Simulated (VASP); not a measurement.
# Ge3N4 (P6_3/m) in VASP: single point with PBE

Aim: the single point of Ge3N4 with PBE.

Program: VASP 6.6.1. These are calculated values, not measurements. Logs are shortened: lines on timing, memory, paths and dates and some standing lists are left out, and cuts for length are marked.

**1. The cell of the first run**

The structure is hexagonal, space group P6_3/m (No. 176). Conventional cell: a = 8.044 Å, b = 8.044 Å, c = 3.080 Å, α = 90.00°, β = 90.00°, γ = 120.00°. Ge (site symmetry m) has 4 N at 1.83 to 1.84 Å within 2.4 Å. N (site symmetry -6) has 3 Ge at 1.83 Å within 2.4 Å. Within 2.4 Å of N (site symmetry m) lie 3 Ge at 1.84 Å.

**2. Single point, PBE**

File INCAR:

```
SYSTEM = Ge3N4
PREC = Accurate ; ENCUT = 600
EDIFF = 1E-6 ; ISMEAR = -1
SIGMA = 0.02 ; LREAL = .FALSE.
LASPH = .TRUE. ; NELM = 120
ALGO = Normal ; ISIF = 2
LWAVE = .FALSE. ; LCHARG = .FALSE.
GGA = PE ; NBANDS = 75
GGA_COMPAT = .FALSE.
```

File KPOINTS:

```
regular mesh
0
G
  6 6 8
  0 0 0
```

File POSCAR:

```
Ge3N4
1.0
    8.0439274661      0.0000000000      0.0000000000
   -4.0219637330      6.9662455318      0.0000000000
    0.0000000000      0.0000000000      3.0800560533
Ge N
6 8
Direct
    0.8286382128      0.2349383820      0.7500000000
    0.5936998308      0.8286382128      0.2500000000
    0.2349383820      0.4063001692      0.2500000000
    0.7650616180      0.5936998308      0.7500000000
    0.4063001692      0.1713617872      0.7500000000
    0.1713617872      0.7650616180      0.2500000000
    0.6666666667      0.3333333333      0.7500000000
    0.3333333333      0.6666666667      0.2500000000
    0.6693909110      0.9722062405      0.7500000000
    0.6971846705      0.6693909110      0.2500000000
    0.9722062405      0.3028153295      0.2500000000
    0.0277937595      0.6971846705      0.7500000000
    0.3306090890      0.0277937595      0.2500000000
    0.3028153295      0.3306090890      0.7500000000
```

Potentials or basis: VASP PAW PBE potentials, release 64 (Ge_d, N).

Started as:

```console
cat potpaw_PBE.64/Ge_d/POTCAR potpaw_PBE.64/N/POTCAR > POTCAR
mpirun -np 1 vasp_std > vasp.out
```

OUTCAR:

```text
SYSTEM = Ge3N4
   PREC = Accurate
   ENCUT = 600
   EDIFF = 1E-6
   ISMEAR = -1
   LREAL = .FALSE.
   LASPH = .TRUE.
   NELM = 120
   ISIF = 2
   GGA = PE

 ion  position               nearest neighbor table
   1  0.829  0.235  0.750-   7 1.83  11 1.84  11 1.84   9 1.84
   2  0.594  0.829  0.250-   8 1.83   9 1.84   9 1.84  10 1.84
   3  0.235  0.406  0.250-   8 1.83  14 1.84  14 1.84  11 1.84
   4  0.765  0.594  0.750-   7 1.83  10 1.84  10 1.84  12 1.84
   5  0.406  0.171  0.750-   7 1.83  13 1.84  13 1.84  14 1.84
   6  0.171  0.765  0.250-   8 1.83  12 1.84  12 1.84  13 1.84
   7  0.667  0.333  0.750-   1 1.83   5 1.83   4 1.83
   8  0.333  0.667  0.250-   6 1.83   2 1.83   3 1.83
   9  0.669  0.972  0.750-   2 1.84   2 1.84   1 1.84
  10  0.697  0.669  0.250-   4 1.84   4 1.84   2 1.84
  11  0.972  0.303  0.250-   1 1.84   1 1.84   3 1.84
  12  0.028  0.697  0.750-   6 1.84   6 1.84   4 1.84
  13  0.331  0.028  0.250-   5 1.84   5 1.84   6 1.84
  14  0.303  0.331  0.750-   3 1.84   3 1.84   5 1.84

  LATTYP: Found a hexagonal cell.
 ALAT       =     8.0439274661
 C/A-ratio  =     0.3829045036

  Lattice vectors:

 A1 = (   8.0439274661,   0.0000000000,   0.0000000000)
 A2 = (  -4.0219637330,   6.9662455318,   0.0000000000)
 A3 = (   0.0000000000,   0.0000000000,   3.0800560533)

Analysis of symmetry for initial positions (statically):
=====================================================================
 Subroutine PRICEL returns:
 Original cell was already a primitive cell.

 Routine SETGRP: Setting up the symmetry group for a
 hexagonal supercell.

 Subroutine GETGRP returns: Found 12 space group operations
 (whereof  6 operations were pure point group operations)
 out of a pool of 24 trial point group operations.

The static configuration has the point symmetry S_6 .
 The point group associated with its full space group is C_6h.

Analysis of symmetry for dynamics (positions and initial velocities):
=====================================================================
 Subroutine PRICEL returns:
 Original cell was already a primitive cell.

 Routine SETGRP: Setting up the symmetry group for a
 hexagonal supercell.

 Subroutine GETGRP returns: Found 12 space group operations
 (whereof  6 operations were pure point group operations)
 out of a pool of 24 trial point group operations.

The dynamic configuration has the point symmetry S_6 .
 The point group associated with its full space group is C_6h.

 Subroutine INISYM returns: Found 12 space group operations
 (whereof  6 operations are pure point group operations),
 and found     1 'primitive' translations

----------------------------------------------------------------------------------------

                                     Primitive cell

  volume of cell :     172.5939

  direct lattice vectors                    reciprocal lattice vectors
     8.043927466  0.000000000  0.000000000     0.124317382  0.071774674  0.000000000
    -4.021963733  6.966245532  0.000000000     0.000000000  0.143549347  0.000000000
     0.000000000  0.000000000  3.080056053     0.000000000  0.000000000  0.324669416

  length of vectors
     8.043927466  8.043927466  3.080056053     0.143549347  0.143549347  0.324669416

  position of ions in fractional coordinates (direct lattice)
     0.828638213  0.234938382  0.750000000
     0.593699831  0.828638213  0.250000000
     0.234938382  0.406300169  0.250000000
     0.765061618  0.593699831  0.750000000
     0.406300169  0.171361787  0.750000000
     0.171361787  0.765061618  0.250000000
     0.666666667  0.333333333  0.750000000
     0.333333333  0.666666667  0.250000000
     0.669390911  0.972206241  0.750000000
     0.697184671  0.669390911  0.250000000
     0.972206241  0.302815329  0.250000000
     0.027793759  0.697184671  0.750000000
     0.330609089  0.027793759  0.250000000
     0.302815329  0.330609089  0.750000000

  ion indices of the primitive-cell ions
   primitive index   ion index
                 1           1
                 2           2
                 3           3
                 4           4
                 5           5
                 6           6
                 7           7
                 8           8
                 9           9
                10          10
                11          11
                12          12
                13          13
                14          14

----------------------------------------------------------------------------------------

 KPOINTS: regular mesh

Automatic generation of k-mesh.
 Grid dimensions read from file:
 generate k-points for:    6    6    8

 Generating k-lattice:

  Cartesian coordinates                     Fractional coordinates (reciprocal lattice)
     0.020719564  0.011962446  0.000000000     0.166666667  0.000000000  0.000000000
     0.000000000  0.023924891  0.000000000     0.000000000  0.166666667  0.000000000
     0.000000000  0.000000000  0.040583677     0.000000000  0.000000000  0.125000000

  Length of vectors
     0.023924891  0.023924891  0.040583677

  Shift w.r.t. Gamma in fractional coordinates (k-lattice)
     0.000000000  0.000000000  0.000000000

 Subroutine IBZKPT returns following result:
 ===========================================

 Found     40 irreducible k-points:

 Following reciprocal coordinates:
            Coordinates               Weight
  0.000000  0.000000  0.000000      1.000000
  0.166667  0.000000  0.000000      6.000000
  0.333333  0.000000  0.000000      6.000000
  0.500000 -0.000000  0.000000      3.000000
  0.166667  0.166667  0.000000      6.000000
  0.333333  0.166667  0.000000      6.000000
[... 16 lines left out ...]
 -0.333333  0.500000 -0.250000     12.000000
  0.333333  0.333333  0.250000      4.000000
 [... further k-points ...]
   k-points           NKPTS =     40   k-points in BZ     NKDIM =     40   number of bands    NBANDS=     75
   number of dos      NEDOS =    301   number of ions     NIONS =     14
   total plane-waves  NPLWV = 114688
   dimension x,y,z NGX =    64 NGY =   64 NGZ =   28
   dimension x,y,z NGXF=   128 NGYF=  128 NGZF=   56
   ions per type =               6   8
   NGX,Y,Z   is equivalent  to a cutoff of  13.23, 13.23, 15.11 a.u.
   NGXF,Y,Z  is equivalent  to a cutoff of  26.45, 26.45, 30.23 a.u.
 SYSTEM =  Ge3N4
   PREC   = accura    normal or accurate (medium, high low for compatibility)
   ISTART =      0    job   : 0-new  1-cont  2-samecut
   ICHARG =      2    charge: 1-file 2-atom 10-const
   ISPIN  =      1    spin polarized calculation?
   LNONCOLLINEAR =      F non collinear calculations
   LSORBIT =      F    spin-orbit coupling
   LASPH  =      T    aspherical Exc in radial PAW
   ENCUT  =  600.0 eV  44.10 Ry    6.64 a.u.  16.07 16.07  6.15*2*pi/ulx,y,z
   NELM   =    120;   NELMIN=  2; NELMDL= -5     # of ELM steps
   EDIFF  = 0.1E-05   stopping-criterion for ELM
   LREAL  =      F    real-space projection
   EDIFFG = 0.1E-04   stopping-criterion for IOM
   NSW    =      0    number of steps for IOM
   IBRION =     -1    ionic relax: 0-MD 1-quasi-New 2-CG
   NFREE  =      0    steps in history (QN), initial steepest desc. (CG)
   ISIF   =      2    stress and relaxation
   ISYM   =      2    0-nonsym 1-usesym 2-fastsym
   POTIM  = 0.5000    time-step for ionic-motion
   TEBEG  =    0.0;   TEEND  =   0.0 temperature during run
   PSTRESS=    0.0 pullay stress
   NELECT =     124.0000    total number of electrons
   NUPDOWN=      -1.0000    fix difference up-down
   EMIN   =  10.00;   EMAX   =-10.00  energy-range for DOS
   EFERMI =   0.00;   METHOD = LEGACY
   ISMEAR =    -1;   SIGMA  =   0.02  broadening in eV -4-tet -1-fermi 0-gaus
   EFERMI_NEDOS =   21; number of points for ismear=-14 and -15
   IALGO  =     38    algorithm
   IMIX   =      4    mixing-type and parameters
     AMIX     =   0.40;   BMIX     =  1.00
     AMIX_MAG =   1.60;   BMIX_MAG =  1.00
  volume/ion in A,a.u.               =      12.33        83.19
  Fermi-wavevector in a.u.,A,eV,Ry     =   1.466246  2.770803 29.250862  2.149878
  Thomas-Fermi vector in A             =   2.582007
   LORBIT       =      0    0 simple, 1 ext, 2 COOP (PROOUT), +10 PAW based schemes
   GGA     = PE    functional components
   LHFCALC =     F    Hartree Fock is set to
   AEXX    =    0.0000 exact exchange contribution
   IVDW    =     0    specifies the selected vdW correction
   LEPSILON=     F    determine dielectric tensor
   LRPA    =     F    only Hartree local field effects (RPA)
 non-spin polarized calculation
  energy-cutoff  :      600.00
  volume of cell :      172.59
 maximum number of plane-waves:      5784
   NGX = 33   NGY = 33   NGZ = 13

 number of electron     124.0000047 magnetization

 Free energy of the ion-electron system (eV)
  ---------------------------------------------------
  ext. energy  EPLUGINS =         0.00000000
  ---------------------------------------------------
  free energy    TOTEN  =       -94.19328455 eV

  energy without entropy =      -94.19328455  energy(sigma->0) =      -94.19328455

 E-fermi :   5.6417     XC(G=0): -10.8622

 val. band max:        5.1177817528   @ k =   0.0000   0.0000   0.0000
 cond. band min:       7.3215728532   @ k =   0.0000   0.0000   0.0000
 fundamental gap:      2.2037911004
 Fermi energy:         5.6417263947

 k-point     1 :       0.0000    0.0000    0.0000
  band No.  band energies     occupation
      1     -19.3782      2.00000
      2     -19.3499      2.00000
      3     -19.3499      2.00000
      4     -19.3481      2.00000
      5     -19.3074      2.00000
      6     -19.3074      2.00000
[... 66 lines left out ...]
     73      12.9824      0.00000
     74      13.3771      0.00000

 k-point     2 :       0.1667    0.0000    0.0000
  band No.  band energies     occupation
      1     -19.3770      2.00000
      2     -19.3529      2.00000
      3     -19.3498      2.00000
      4     -19.3481      2.00000
      5     -19.3082      2.00000
      6     -19.3056      2.00000
[... 66 lines left out ...]
     73      12.8726      0.00000
     74      13.3561      0.00000

 k-point     3 :       0.3333    0.0000    0.0000
  band No.  band energies     occupation
      1     -19.3735      2.00000
      2     -19.3597      2.00000
      3     -19.3496      2.00000
      4     -19.3474      2.00000
      5     -19.3098      2.00000
      6     -19.3055      2.00000
[... 1606 lines left out ...]
     73      12.5673      0.00000
     74      12.6240      0.00000

 k-point    24 :       0.3333    0.3333    0.2500
  band No.  band energies     occupation
      1     -19.3430      2.00000
      2     -19.3370      2.00000
      3     -19.3370      2.00000
      4     -19.3195      2.00000
      5     -19.3195      2.00000
      6     -19.2919      2.00000
[... 66 lines left out ...]
     73      12.6088      0.00000
     74      12.6142      0.00000

 [... further k-points ...]

 [bands above 74 left out]

------------------------ aborting loop because EDIFF is reached ----------------------------------------

  FORCE on cell =-STRESS in cart. coord.  units (eV):
  Direction    XX          YY          ZZ          XY          YZ          ZX
  --------------------------------------------------------------------------------------
  -------------------------------------------------------------------------------------
  Total        5.9358655      5.9358655      6.4670138     -0.0000012     -0.0000000      0.0000000
  in kB       55.1022189     55.1022189     60.0328316     -0.0000109     -0.0000000      0.0000000
  external PRESSURE =      56.7457565 kB  Pullay stress =       0.0000000 kB

 VOLUME and BASIS-vectors are now :
 -----------------------------------------------------------------------------
  energy-cutoff  :      600.00
  volume of cell :      172.59
      direct lattice vectors                 reciprocal lattice vectors
     8.043927466  0.000000000  0.000000000     0.124317382  0.071774674  0.000000000
    -4.021963733  6.966245532  0.000000000     0.000000000  0.143549347  0.000000000
     0.000000000  0.000000000  3.080056053     0.000000000  0.000000000  0.324669416

 POSITION                                       TOTAL-FORCE (eV/Angst)
 -----------------------------------------------------------------------------------
      5.72059      1.63664      2.31004         0.048594      0.032760      0.000000
      1.44293      5.77250      0.77001        -0.004074      0.058464      0.000000
      0.25570      2.83039      0.77001         0.052668     -0.025704      0.000000
      3.76626      4.13586      2.31004        -0.052668      0.025704      0.000000
      2.57904      1.19375      2.31004         0.004074     -0.058464      0.000000
     -1.69863      5.32961      0.77001        -0.048594     -0.032760      0.000000
      4.02196      2.32208      2.31004        -0.000000      0.000000     -0.000000
     -0.00000      4.64416      0.77001        -0.000000      0.000000     -0.000000
      1.47435      6.77263      2.31004        -0.008177      0.034284      0.000000
      2.91584      4.66314      0.77001        -0.033779      0.010060     -0.000000
      6.60244      2.10949      0.77001         0.025602      0.024224      0.000000
     -2.58048      4.85676      2.31004        -0.025602     -0.024224     -0.000000
      2.54761      0.19362      0.77001         0.008177     -0.034284      0.000000
      1.10613      2.30310      2.31004         0.033779     -0.010060     -0.000000
 -----------------------------------------------------------------------------------
    total drift:                                0.000000      0.000000     -0.000000

  FREE ENERGIE OF THE ION-ELECTRON SYSTEM (eV)
  ---------------------------------------------------
  free  energy   TOTEN  =       -94.1932845454 eV

  energy  without entropy=      -94.1932845454  energy(sigma->0) =      -94.19328455
```

Wall time 14 min (1 thread of Intel Xeon Platinum 8488C (Sapphire Rapids), shared host); peak memory 0.6 GiB.

Results:

- Free energy: -94.1933 eV
- Pressure: 5.7 GPa
- Largest force: 0.059 eV/Å
- Band gap on the k mesh: 2.20 eV

Forces on the atoms (eV/Å):
```
Ge   0.049  0.033  0.000
Ge  -0.004  0.058  0.000
Ge   0.053 -0.026  0.000
Ge  -0.053  0.026  0.000
Ge   0.004 -0.058  0.000
Ge  -0.049 -0.033  0.000
N    0.000  0.000  0.000
N    0.000  0.000  0.000
N   -0.008  0.034  0.000
N   -0.034  0.010  0.000
N    0.026  0.024  0.000
N   -0.026 -0.024  0.000
N    0.008 -0.034  0.000
N    0.034 -0.010  0.000
```

Stress tensor (GPa, compression positive):
```
5.51 0.00 0.00
0.00 5.51 0.00
0.00 0.00 6.00
```

Levels at points of the mesh, in eV from the valence-band top:
| k point | band 59 | band 60 | band 61 | band 62 | band 63 | band 64 | band 65 | band 66 |
| --- | --- | --- | --- | --- | --- | --- | --- | --- |
| (0.00, 0.00, 0.00) | -0.87 | -0.46 | -0.23 | 0.00 | 2.20 | 3.53 | 3.53 | 3.72 |
| (0.50, 0.00, 0.00) | -1.09 | -0.52 | -0.11 | -0.05 | 3.28 | 3.52 | 3.91 | 3.97 |
| (0.00, 0.00, 0.50) | -1.22 | -1.22 | -1.21 | -1.21 | 4.38 | 4.38 | 4.38 | 4.38 |
| (0.50, 0.00, 0.50) | -1.15 | -1.15 | -0.89 | -0.89 | 3.93 | 3.93 | 5.07 | 5.07 |

Caveat: the cell stands under pressure. A k mesh can miss the band edges.
